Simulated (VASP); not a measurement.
A run of VASP 6.6.1 is set up as follows.

The input INCAR:

```
PREC = Accurate ; ENCUT = 520
EDIFF = 1E-6 ; ISMEAR = -1
SIGMA = 0.05 ; LREAL = F
LASPH = T ; NELM = 150
ALGO = Normal ; ISIF = 2
LWAVE = F ; LCHARG = F
ISPIN = 2 ; MAGMOM = 0 0 4 4
LORBIT = 11 ; LMAXMIX = 4
GGA = B5 ; ALDAX = 1.0
AGGAX = 1.0 ; AGGAC = 1.0
ALDAC = 0.0 ; NBANDS = 30
```

KPOINTS

```
regular mesh
0
Gamma
  7 7 5
```

The input POSCAR:

```
MnSb
1.0
    4.1500000000      0.0000000000      0.0000000000
   -2.0750000000      3.5940054257      0.0000000000
    0.0000000000      0.0000000000      5.7800000000
Sb Mn
2 2
Direct
    0.6666666667      0.3333333333      0.7500000000
    0.3333333333      0.6666666667      0.2500000000
    0.0000000000      0.0000000000      0.5000000000
    0.0000000000      0.0000000000      0.0000000000
```

Potentials or basis: VASP PAW PBE potentials, release 64 (Sb, Mn_pv).

The run is started by

```console
$ cat potpaw_PBE.64/Sb/POTCAR potpaw_PBE.64/Mn_pv/POTCAR > POTCAR
$ mpirun -np 1 vasp_std > vasp.out
```

Question: Predict the pressure.

Answer: 1.2 GPa.

Question: Estimate the net moment.

Answer: 6.53 μB per cell.

Stress tensor (GPa, compression positive):
```
1.51 0.00 0.00
0.00 1.51 0.00
0.00 0.00 0.61
```

Caveat: the PAW data sets were made with another functional, which shifts forces and pressure a little.
